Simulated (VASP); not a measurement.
A run of VASP 6.6.1 is set up as follows.

Contents of INCAR:

```
SYSTEM = Zn6O
ALGO = Normal
EDIFF = 1E-6
ENCUT = 520
GGA = PE
ISIF = 2
ISMEAR = 0
LASPH = .True.
LCHARG = .True.
LELF = .True.
LREAL = .False.
LVHAR = .True.
LWAVE = .False.
NBANDS = 48
NELM = 80
PREC = Accurate
SIGMA = 0.2
```

Contents of KPOINTS:

```
k-points
0
Gamma
  7 7 2
  0 0 0
```

The input POSCAR:

```
Zn6O
1.0
    2.9192092445      0.0000000000      0.0000000000
   -1.4596046222      2.5281093647      0.0000000000
    0.0000000000      0.0000000000     13.2855376284
Zn O
6 1
Direct
    0.3333333333      0.6666666667      0.4201740191
    0.6666666667      0.3333333333      0.5798259809
    0.6666666667      0.3333333333      0.8989079715
    0.3333333333      0.6666666667      0.1010920285
    0.6666666667      0.3333333333      0.2587492354
    0.3333333333      0.6666666667      0.7412507646
    0.0000000000      0.0000000000      0.0000000000
```

Potentials or basis: VASP PAW PBE potentials, release 64 (Zn, O).

Run with:

```sh
$ cat potpaw_PBE.64/Zn/POTCAR potpaw_PBE.64/O/POTCAR > POTCAR
$ mpirun -np 1 vasp_std > vasp.out
```

(1) What does it give for the largest force?

(2) Predict the band gap on the k mesh.

(3) Predict the pressure.

Results:

(1) 0.082 eV/Å.

(2) zero (band 39 reaches 3.73 eV, above the bottom of band 40 at 2.68 eV).

(3) 0.6 GPa.
